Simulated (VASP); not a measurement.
A run of VASP 6.6.1 is set up as follows.

Contents of INCAR:

```
SYSTEM = GaAs
PREC = Accurate
ENCUT = 520
EDIFF = 1E-7
ISMEAR = -1
SIGMA = 0.08
LREAL = .False.
LASPH = .True.
NELM = 60
ALGO = Normal
ISIF = 2
LWAVE = .False.
LCHARG = .False.
GGA = CA
NBANDS = 16
```

The input KPOINTS:

```
Automatic mesh
0
Gamma
  13 13 13
  0 0 0
```

POSCAR

```
GaAs
1.0
    0.0000000000      2.2955210896      2.2955210896
    2.2955210896      0.0000000000      2.2955210896
    2.2955210896      2.2955210896      0.0000000000
Ga As
1 1
Direct
    0.0000000000      0.0000000000      0.0000000000
    0.2500000000      0.2500000000      0.2500000000
```

Potentials or basis: VASP PAW LDA potentials, release 64 (Ga_d, As).

Launch:

```console
$ cat potpaw_LDA.64/Ga_d/POTCAR potpaw_LDA.64/As/POTCAR > POTCAR
$ mpirun -np 1 vasp_std > vasp.out
```

Q: Estimate the band gap on the k mesh.

A: Zero (bands 9 and 10 overlap by 0.53 eV).

Q: Estimate the pressure.

A: 170.0 GPa.

Caveat: the cell stands under pressure; semilocal functionals underestimate gaps, so a narrow gap can read as zero.
